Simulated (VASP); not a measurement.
Input of a VASP 6.6.1 run:

Contents of POSCAR:

```
SiC
1.0
    0.0000000000      2.2046245912      2.2046245912
    2.2046245912      0.0000000000      2.2046245912
    2.2046245912      2.2046245912      0.0000000000
Si C
1 1
Direct
    0.0000000000      0.0000000000      0.0000000000
    0.2500000000      0.2500000000      0.2500000000
```

File INCAR.step1:

```
PREC     = Accurate       # precision mode
ENCUT    = 520            # plane-wave cutoff, eV
ISMEAR   = 0              # smearing method
SIGMA    = 0.01           # smearing width, eV
LREAL    = F              # projectors in reciprocal space
LASPH    = T              # aspherical terms in the spheres
NELM     = 80             # most SCF steps
NBANDS   = 11             # bands
GGA      = PE             # functional
ALGO     = Normal         # electronic algorithm
EDIFF    = 1E-4           # SCF threshold, eV
LWAVE    = T              # write WAVECAR
LCHARG   = F              # write CHGCAR
```

The input INCAR.step2:

```
PREC     = Accurate       # precision mode
ENCUT    = 520            # plane-wave cutoff, eV
EDIFF    = 1E-6           # SCF threshold, eV
ISMEAR   = 0              # smearing method
SIGMA    = 0.01           # smearing width, eV
LREAL    = F              # projectors in reciprocal space
LASPH    = T              # aspherical terms in the spheres
NELM     = 80             # most SCF steps
ALGO     = Normal         # electronic algorithm
ISIF     = 2              # what is computed and relaxed
LWAVE    = F              # write WAVECAR
LCHARG   = F              # write CHGCAR
METAGGA  = R2SCAN         # meta-GGA
LMIXTAU  = T            
NBANDS   = 11             # bands
ISTART   = 1
```

KPOINTS

```
Automatic mesh
0
Gamma
  10 10 10
```

Potentials or basis: VASP PAW PBE potentials, release 64 (Si, C).

The run is started by

```sh
$ cat potpaw_PBE.64/Si/POTCAR potpaw_PBE.64/C/POTCAR > POTCAR
$ cp INCAR.step1 INCAR
$ mpirun -np 1 vasp_std > vasp.out
$ cp INCAR.step2 INCAR
$ mpirun -np 1 vasp_std > vasp.out
```

(1) Estimate the band gap on the k mesh.

(2) Predict the pressure.

Answers

(1) 1.75 eV, indirect (least direct gap 5.01 eV).

(2) -7.8 GPa.

Caveat: the cell differs from its parent crystal (strain +1.2%); the PAW data sets were made with another functional, which shifts forces and pressure a little.
